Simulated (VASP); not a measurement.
# CoO (Fm-3m) in VASP: notebook, part 2 of 2

VASP 6.6.1.

### 4 Single point, PBE, collinear spin, ferromagnetic start

The input, INCAR:

```
SYSTEM = CoO
  PREC = Accurate
  ENCUT = 520
  EDIFF = 1E-6
  ISMEAR = 0
  SIGMA = 0.012
  LREAL = .FALSE.
  LASPH = .TRUE.
  NELM = 150
  ALGO = Normal
  ISIF = 2
  LWAVE = .FALSE.
  LCHARG = .FALSE.
  ISPIN = 2
  MAGMOM = 2 0
  LORBIT = 11
  LMAXMIX = 4
  GGA = PE
  NBANDS = 18
```

The input, KPOINTS:

```
regular mesh
0
G
  11 11 11
  0 0 0
```

The input, POSCAR:

```
CoO
1.0
    0.0000000000      2.1315000000      2.1315000000
    2.1315000000      0.0000000000      2.1315000000
    2.1315000000      2.1315000000      0.0000000000
Co O
1 1
Direct
    0.0000000000      0.0000000000      0.0000000000
    0.5000000000      0.5000000000      0.5000000000
```

Launch:

```
$ cat potpaw_PBE.64/Co/POTCAR potpaw_PBE.64/O/POTCAR > POTCAR
$ mpirun -np 1 vasp_std > vasp.out
```

It took 25 s on 1 thread of Intel Xeon 6975P-C, shared host; peak memory 0.17 GiB.

The run converged. Its results:

| Item | Value |
| --- | --- |
| Free energy | -13.0453 eV |
| Pressure | -2.5 GPa |
| Net moment | 2.93 μB per cell |
| Site moments | Co +2.57; O +0.30 μB |
| Valence electrons inside the program's atomic spheres | Co 7.79; O 4.98 |

Levels at points of the mesh, in eV from the Fermi level:
Spin up:
```tsv
k point	band 7	band 8	band 9	band 10	band 11	band 12
(0.00, 0.00, 0.00)	-3.09	-3.09	-3.09	0.97	16.84	18.11
```
Spin down:
```
           k point  band 4  band 5  band 6  band 7  band 8  band 9
(0.00, 0.00, 0.00)   -2.55   -1.11   -1.11   -1.11    0.05    0.05
```

Caveat: a cell with one magnetic atom can't hold antiferromagnetic order, which such compounds often take; semilocal functionals often make such compounds metallic where correlation or magnetic order opens a gap, which also shifts bond lengths.

### 5 Single point, PBE, collinear spin, ferromagnetic start

The input, INCAR:

```
ALGO     = Normal         # electronic algorithm
EDIFF    = 1E-6           # SCF threshold, eV
ENCUT    = 520            # plane-wave cutoff, eV
GGA      = PE             # functional
ISIF     = 2              # what is computed and relaxed
ISMEAR   = 0              # smearing method
ISPIN    = 2              # spin polarisation
LASPH    = T              # aspherical terms in the spheres
LCHARG   = F              # write CHGCAR
LMAXMIX  = 4              # l up to which the mixer works
LORBIT   = 11             # projections on sites
LREAL    = F              # projectors in reciprocal space
LWAVE    = F              # write WAVECAR
MAGMOM   = 2 0            # initial moments
NBANDS   = 18             # bands
NELM     = 150            # most SCF steps
PREC     = Accurate       # precision mode
SIGMA    = 0.017          # smearing width, eV
```

The input, KPOINTS:

```
k-points
0
Gamma
  11 11 11
```

POSCAR is that of step 4.

Potentials or basis: VASP PAW PBE potentials, release 64 (Co, O).

Launch:

```
$ cat potpaw_PBE.64/Co/POTCAR potpaw_PBE.64/O/POTCAR > POTCAR
$ mpirun -np 1 vasp_std > vasp.out
```

OUTCAR:

```text
EDIFF = 1E-6
   ENCUT = 520
   GGA = PE
   ISIF = 2
   ISMEAR = 0
   ISPIN = 2
   LASPH = T
   LORBIT = 11
   LREAL = F
   NELM = 150
   PREC = Accurate

 ion  position               nearest neighbor table
   1  0.000  0.000  0.000-   2 2.13   2 2.13   2 2.13   2 2.13   2 2.13   2 2.13
   2  0.500  0.500  0.500-   1 2.13   1 2.13   1 2.13   1 2.13   1 2.13   1 2.13

  LATTYP: Found a face centered cubic cell.
 ALAT       =     4.2630000000
[... 1225 lines left out ...]
  in kB      -24.3539883    -24.3539883    -24.3539883     -0.0000000     -0.0000000      0.0000000
  external PRESSURE =     -24.3539883 kB  Pullay stress =       0.0000000 kB

 VOLUME and BASIS-vectors are now :
 -----------------------------------------------------------------------------
  energy-cutoff  :      520.00
  volume of cell :       19.37
      direct lattice vectors                 reciprocal lattice vectors
     0.000000000  2.131500000  2.131500000    -0.234576589  0.234576589  0.234576589
     2.131500000  0.000000000  2.131500000     0.234576589 -0.234576589  0.234576589
     2.131500000  2.131500000  0.000000000     0.234576589  0.234576589 -0.234576589

 POSITION                                       TOTAL-FORCE (eV/Angst)
 -----------------------------------------------------------------------------------
      0.00000      0.00000      0.00000         0.000000      0.000000     -0.000000
      2.13150      2.13150      2.13150         0.000000      0.000000      0.000000
 -----------------------------------------------------------------------------------
    total drift:                                0.000000     -0.000000     -0.000000

  FREE ENERGIE OF THE ION-ELECTRON SYSTEM (eV)
  ---------------------------------------------------
  free  energy   TOTEN  =       -13.0455136288 eV

  energy  without entropy=      -13.0447808095  energy(sigma->0) =      -13.04514722

 total charge

# of ion       s       p       d       tot
------------------------------------------
    1        0.293   0.355   7.140   7.788
    2        1.556   3.423   0.000   4.979
--------------------------------------------------
tot          1.849   3.777   7.140  12.767

 magnetization (x)

# of ion       s       p       d       tot
------------------------------------------
    1        0.021   0.018   2.533   2.571
    2        0.029   0.277   0.000   0.306
--------------------------------------------------
tot          0.049   0.295   2.533   2.877
```

Wall time 25 s (1 thread of Intel Xeon 6975P-C, shared host); peak memory 0.17 GiB.

What came out:

- Free energy: -13.0455 eV
- Pressure: -2.4 GPa
- Net moment: 2.93 μB per cell
- Site moments: Co +2.57; O +0.31 μB
- Valence electrons inside the program's atomic spheres: Co 7.79; O 4.98

Caveat: a cell with one magnetic atom can't hold antiferromagnetic order, which such compounds often take; semilocal functionals often make such compounds metallic where correlation or magnetic order opens a gap, which also shifts bond lengths. With open d or f shells a metallic result of PBE can be an artefact of self-interaction; +U or a hybrid may open a gap.

### 6 The runs side by side

| smearing | gap on the mesh (eV) | pressure (GPa) | moment (μB) |
| --- | --- | --- | --- |
| gaussian 0.02 eV | none | -2.4 | 2.93 |
| gaussian 0.028 eV | none | -2.6 | 2.92 |
| gaussian 0.012 eV | none | -2.5 | 2.93 |
| gaussian 0.017 eV | none | -2.4 | 2.93 |

Alike in all rows: task single point; level PBE; potentials or basis VASP PAW PBE potentials, release 64 (Co, O); spin collinear, ferromagnetic start; cell a = 3.014 Å, angles 60.0°, 2 atoms; k mesh 11 × 11 × 11; cutoff (eV) 520.

Caveats: a cell with one magnetic atom can't hold antiferromagnetic order, which such compounds often take; semilocal functionals often make such compounds metallic where correlation or magnetic order opens a gap, which also shifts bond lengths.

Absolute energies hang on the potentials; compare differences alone.
